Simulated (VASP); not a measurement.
Li3SeF:

```
Li Se F
1.0
     4.27971    0.00000    0.00000
     0.00000    4.27971    0.00000
     0.00000    0.00000    4.28000
Li Se F
3 1 1
Direct
  0.00000 0.50000 0.51366
  0.00000 0.00000 0.01403
  0.50000 0.00000 0.51366
  0.00000 0.00000 0.51460
  0.50000 0.50000 0.00573
```

The cell was built from a structure type or drawn by symmetry, and may not be a known phase.

* Program: VASP 6.6.1
* Task: relaxation of cell and atoms
* Functional: PBE
* Potentials or basis: VASP PAW PBE potentials, release 64 (Li_sv, Se, F)
* Cutoff: 600 eV
* k mesh: 4 × 4 × 4
* Occupations: gaussian, width 0.1 eV
* Spin: no spin polarisation

At the start: pressure 12.4 GPa; volume 15.68 Å³/atom.

How do energy, volume and symmetry change on relaxing?

Over 6 steps the energy falls by 163.4 meV/atom and the volume is 20.94 Å³/atom (+33.6 %); space group Pm-3m (No. 221, to 0.1 Å) before and after.

The path:
| step | energy change (eV) | largest force (eV/Å) | pressure (GPa) | volume (Å³) |
| --- | --- | --- | --- | --- |
| 1 | 0.0000 | 0.0740 | 12.40 | 78.39 |
| 2 | -0.6905 | 0.0378 | 3.79 | 92.98 |
| 3 | -0.8111 | 0.0535 | 0.68 | 102.03 |
| 4 | -0.8165 | 0.0558 | 0.07 | 104.34 |
| 5 | -0.8165 | 0.0562 | -0.09 | 104.91 |
| 6 | -0.8168 | 0.0345 | -0.04 | 104.71 |

Final structure:
```xyz
5
Lattice="4.7132 0.0000 0.0000 0.0000 4.7132 0.0000 0.0000 0.0000 4.7134" Properties=species:S:1:pos:R:3 pbc="T T T"
Li    0.0000    2.3566    2.4257
Li    0.0000    0.0000    0.0656
Li    2.3566    0.0000    2.4257
Se    0.0000    0.0000    2.4199
F     2.3566    2.3566    0.0240
```

Caveat: the cutoff is under 1.25 times the usual one of these potentials, so pressure, stress and relaxed cells hold a basis-set (Pulay) error; the volume moved by over 15 % at a fixed basis, so the end points are rough.
